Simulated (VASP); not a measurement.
# Co (P6_3/mmc) in VASP: a series of runs, part 2 of 2

VASP 6.6.1. The steps go on from the part before.

**3. Single point, LDA, collinear spin, ferromagnetic start**

File INCAR:

```
PREC     = Accurate       # precision mode
ENCUT    = 520            # plane-wave cutoff, eV
EDIFF    = 1E-7           # SCF threshold, eV
ISMEAR   = 0              # smearing method
SIGMA    = 0.15           # smearing width, eV
LREAL    = F              # projectors in reciprocal space
LASPH    = T              # aspherical terms in the spheres
NELM     = 150            # most SCF steps
ALGO     = Normal         # electronic algorithm
ISIF     = 2              # what is computed and relaxed
LWAVE    = F              # write WAVECAR
LCHARG   = T              # write CHGCAR
ISPIN    = 2              # spin polarisation
MAGMOM   = 1.1 1.1        # initial moments
LORBIT   = 11             # projections on sites
NUPDOWN  = 2.2            # fixed moment
LMAXMIX  = 4              # l up to which the mixer works
LELF     = T              # ELF
LVHAR    = T            
NBANDS   = 20             # bands
```

File KPOINTS:

```
Automatic mesh
0
Gamma
  24 24 12
```

File POSCAR:

```
Co
1.0
    2.2066455177      0.0000000000      0.0000000000
   -1.1033227588      1.9110110755      0.0000000000
    0.0000000000      0.0000000000      3.5594665484
Co
2
Direct
    0.6666666667      0.3333333333      0.2500000000
    0.3333333333      0.6666666667      0.7500000000
```

Potentials or basis: VASP PAW LDA potentials, release 64 (Co).

Run with:

```console
$ cat potpaw_LDA.64/Co/POTCAR > POTCAR
$ mpirun -np 1 vasp_std > vasp.out
```

OUTCAR:

```text
PREC = Accurate
   ENCUT = 520
   EDIFF = 1E-7
   ISMEAR = 0
   LREAL = F
   LASPH = T
   NELM = 150
   ISIF = 2
   ISPIN = 2
   LORBIT = 11
   NUPDOWN = 2.2

 ion  position               nearest neighbor table
   1  0.667  0.333  0.250-   2 2.19   2 2.19   2 2.19   2 2.19   2 2.19   2 2.19   2 3.11   2 3.11
                             2 3.11   2 3.11   2 3.11   2 3.11
   2  0.333  0.667  0.750-   1 2.19   1 2.19   1 2.19   1 2.19   1 2.19   1 2.19   1 3.11   1 3.11
                             1 3.11   1 3.11   1 3.11   1 3.11

  LATTYP: Found a hexagonal cell.
 ALAT       =     2.2066455177
 C/A-ratio  =     1.6130667658

  Lattice vectors:

 A1 = (   2.2066455177,   0.0000000000,   0.0000000000)
 A2 = (  -1.1033227588,   1.9110110755,   0.0000000000)
 A3 = (   0.0000000000,   0.0000000000,   3.5594665484)

Analysis of symmetry for initial positions (statically):
=====================================================================
 Subroutine PRICEL returns:
 Original cell was already a primitive cell.

 Routine SETGRP: Setting up the symmetry group for a
 hexagonal supercell.

[... 748 lines left out ...]
 k-point     1 :       0.0000    0.0000    0.0000
  band No.  band energies     occupation
      1       5.3850      1.00000
      2       9.7456      1.00000
      3      14.1544      1.00000
      4      14.1544      1.00000
      5      14.1632      1.00000
      6      14.7904      1.00000
[... 541 lines left out ...]
     19      47.1637      0.00000
     20      48.2260      0.00000

 [... further k-points ...]
[... 5 lines left out ...]
  --------------------------------------------------------------------------------------
  -------------------------------------------------------------------------------------
  Total       13.8310882     13.8310882     13.9199711      0.0000000     -0.0000000      0.0000000
  in kB     1476.3395071   1476.3395071   1485.8269271      0.0000000     -0.0000000      0.0000000
  external PRESSURE =    1479.5019804 kB  Pullay stress =       0.0000000 kB

 VOLUME and BASIS-vectors are now :
 -----------------------------------------------------------------------------
  energy-cutoff  :      520.00
  volume of cell :       15.01
      direct lattice vectors                 reciprocal lattice vectors
     2.206645518  0.000000000  0.000000000     0.453176549  0.261641602  0.000000000
    -1.103322759  1.911011076  0.000000000     0.000000000  0.523283205  0.000000000
     0.000000000  0.000000000  3.559466548     0.000000000  0.000000000  0.280940974

 POSITION                                       TOTAL-FORCE (eV/Angst)
 -----------------------------------------------------------------------------------
      1.10332      0.63700      0.88987         0.000000     -0.000000      0.000000
     -0.00000      1.27401      2.66960        -0.000000      0.000000      0.000000
 -----------------------------------------------------------------------------------
    total drift:                                0.000000     -0.000000     -0.000000

  FREE ENERGIE OF THE ION-ELECTRON SYSTEM (eV)
  ---------------------------------------------------
  free  energy   TOTEN  =       -14.5790162785 eV

  energy  without entropy=      -14.5439418139  energy(sigma->0) =      -14.56147905

 total charge

# of ion       s       p       d       tot
------------------------------------------
    1        0.686   0.937   7.673   9.296
    2        0.686   0.937   7.673   9.296
--------------------------------------------------
tot          1.372   1.874  15.347  18.592

 magnetization (x)

# of ion       s       p       d       tot
------------------------------------------
    1       -0.009  -0.024   1.098   1.065
    2       -0.009  -0.024   1.098   1.065
--------------------------------------------------
tot         -0.017  -0.049   2.197   2.131
```

OSZICAR:

```text
N       E                     dE             d eps       ncg     rms          rms(c)
DAV:   1     0.827990425137E+02    0.82799E+02   -0.76101E+03 38064   0.131E+03
DAV:   2    -0.116622295546E+02   -0.94461E+02   -0.85000E+02 34644   0.230E+02
DAV:   3    -0.164167834617E+02   -0.47546E+01   -0.45849E+01 38420   0.597E+01
DAV:   4    -0.164855150275E+02   -0.68732E-01   -0.68668E-01 41496   0.641E+00
DAV:   5    -0.164875912190E+02   -0.20762E-02   -0.20760E-02 40804   0.110E+00    0.260E+01
DAV:   6    -0.147966523434E+02    0.16909E+01   -0.29277E+00 42408   0.409E+01    0.788E+00
DAV:   7    -0.146371379273E+02    0.15951E+00   -0.27027E-01 45288   0.956E+00    0.510E+00
DAV:   8    -0.145798641896E+02    0.57274E-01   -0.11734E-02 59896   0.171E+00    0.491E-01
DAV:   9    -0.145790578469E+02    0.80634E-03   -0.60642E-04 39488   0.283E-01    0.216E-01
DAV:  10    -0.145789852434E+02    0.72603E-04   -0.38756E-05 47740   0.622E-02    0.587E-02
DAV:  11    -0.145790211100E+02   -0.35867E-04   -0.11639E-05 43024   0.353E-02    0.462E-02
DAV:  12    -0.145790166532E+02    0.44568E-05   -0.79072E-07 43312   0.873E-03    0.907E-03
DAV:  13    -0.145790162920E+02    0.36121E-06   -0.47228E-08 28072   0.228E-03    0.253E-03
DAV:  14    -0.145790162785E+02    0.13440E-07   -0.10992E-08 21052   0.106E-03
   1 F= -.14579016E+02 E0= -.14561479E+02  d E =-.350745E-01  mag=     2.2000
```

It took 1.7 min on 1 thread of AMD EPYC 9R45 (Zen 5), shared host; peak memory 0.24 GiB.

What came out:

```yaml
Free_energy: -14.5790 eV
Pressure: 148.0 GPa
Net_moment: 2.20 μB per cell
Site_moments: Co +1.06 μB
```

Stress tensor (GPa, compression positive):
```
147.63   0.00   0.00
  0.00 147.63   0.00
  0.00   0.00 148.58
```

Caveat: the total moment is fixed, so each spin has its own Fermi level.

**4. Single point, LDA, collinear spin, ferromagnetic start**

File INCAR:

```
SYSTEM = Co
PREC     = Accurate       ! precision mode
ENCUT    = 520            ! plane-wave cutoff, eV
EDIFF    = 1E-7           ! SCF threshold, eV
ISMEAR   = 0              ! smearing method
SIGMA    = 0.15           ! smearing width, eV
LREAL    = .FALSE.        ! projectors in reciprocal space
LASPH    = .TRUE.         ! aspherical terms in the spheres
NELM     = 150            ! most SCF steps
ALGO     = Fast           ! electronic algorithm
ISIF     = 2              ! what is computed and relaxed
LWAVE    = .FALSE.        ! write WAVECAR
LCHARG   = .FALSE.        ! write CHGCAR
ISPIN    = 2              ! spin polarisation
MAGMOM   = 2.2 2.2        ! initial moments
LORBIT   = 11             ! projections on sites
NUPDOWN  = 4.4            ! fixed moment
LMAXMIX  = 4              ! l up to which the mixer works
GGA      = CA             ! functional
NBANDS   = 20             ! bands
```

File KPOINTS:

```
regular mesh
0
G
  24 24 12
  0 0 0
```

POSCAR is that of step 3.

Run with:

```console
$ cat potpaw_LDA.64/Co/POTCAR > POTCAR
$ mpirun -np 1 vasp_std > vasp.out
```

It took 2.1 min on 1 thread of AMD EPYC 9R45 (Zen 5), shared host; peak memory 0.24 GiB.

It converged, with:

```
Free energy  : -12.6611 eV
Pressure     : 198.9 GPa
Net moment   : 4.40 μB per cell
Site moments : Co +2.17 μB
```

Stress tensor (GPa, compression positive):
```
194.97   0.00   0.00
  0.00 194.97   0.00
  0.00   0.00 206.91
```

Caveat: the total moment is fixed, so each spin has its own Fermi level.

**5. The runs side by side**

| fixed moment (μB) | pressure (GPa) | moment (μB) |
| --- | --- | --- |
| 3.3 | 165.1 | 3.30 |
| 2.2 | 148.0 | 2.20 |
| 4.4 | 198.9 | 4.40 |

Alike in all rows: task single point; level LDA; potentials or basis VASP PAW LDA potentials, release 64 (Co); spin collinear, ferromagnetic start; cell as given; k mesh 24 × 24 × 12; cutoff (eV) 520; smearing gaussian 0.15 eV.

Caveats: the total moment is fixed, so each spin has its own Fermi level.

Total energies depend on the potentials used, so only differences within one code and one set of settings carry meaning.
